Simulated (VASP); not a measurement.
Write the native input for VASP 6.6.1 that does the following.

```
Task                   : single point
Functional             : r2SCAN
Potentials or basis    : VASP PAW PBE potentials, release 64 (Sc_sv, Al)
Cutoff                 : 520 eV
k mesh                 : 6 × 6 × 6
Occupations            : gaussian, width 0.1 eV
Spin                   : no spin polarisation
Dipole correction      : no
Further INCAR settings : ALGO = Normal; EDIFF = 1e-06; NBANDS = 18
```

The system is ScAl3.

```
Sc Al
1.0
    -2.01280    2.01280    4.42320
     2.01280   -2.01280    4.42320
     2.01280    2.01280   -4.42320
Sc Al
1 3
Direct
  0.00000 0.00000 0.00000
  0.75000 0.25000 0.50000
  0.25000 0.75000 0.50000
  0.50000 0.50000 0.00000
```

The input as run:

POSCAR

```
ScAl3
1.0
   -2.0127950000      2.0127950000      4.4231960000
    2.0127950000     -2.0127950000      4.4231960000
    2.0127950000      2.0127950000     -4.4231960000
Sc Al
1 3
Direct
    0.0000000000      0.0000000000      0.0000000000
    0.7500000000      0.2500000000      0.5000000000
    0.2500000000      0.7500000000      0.5000000000
    0.5000000000      0.5000000000      0.0000000000
```

INCAR.step1

```
SYSTEM = ScAl3
  PREC = Accurate
  ENCUT = 520
  ISMEAR = 0
  SIGMA = 0.1
  LREAL = .FALSE.
  LASPH = .TRUE.
  NELM = 100
  NBANDS = 18
  GGA = PE
  ALGO = Normal
  EDIFF = 1E-4
  LWAVE = .TRUE.
  LCHARG = .FALSE.
```

INCAR.step2

```
SYSTEM = ScAl3
  PREC = Accurate
  ENCUT = 520
  EDIFF = 1E-6
  ISMEAR = 0
  SIGMA = 0.1
  LREAL = .FALSE.
  LASPH = .TRUE.
  NELM = 100
  ALGO = Normal
  ISIF = 2
  LWAVE = .FALSE.
  LCHARG = .FALSE.
  METAGGA = R2SCAN
  LMIXTAU = .TRUE.
  NBANDS = 18
  ISTART = 1
```

KPOINTS

```
regular mesh
0
G
  6 6 6
  0 0 0
```

Potentials or basis: VASP PAW PBE potentials, release 64 (Sc_sv, Al).

Command:

```bash
$ cat potpaw_PBE.64/Sc_sv/POTCAR potpaw_PBE.64/Al/POTCAR > POTCAR
$ cp INCAR.step1 INCAR
$ mpirun -np 1 vasp_std > vasp.out
$ cp INCAR.step2 INCAR
$ mpirun -np 1 vasp_std > vasp.out
```

Results of the run:

| Quantity | Value |
| --- | --- |
| Pressure | -1.8 GPa |
| Band gap on the k mesh | zero (bands 10 and 11 overlap by 2.03 eV) |

Caveat: the PAW data sets were made with another functional, which shifts forces and pressure a little.

It took 2.2 min on 1 thread of Intel(R) Xeon(R) Platinum 8375C CPU @ 2.90GHz (Ice Lake), with other jobs on the host, peak memory 0.27 GiB.
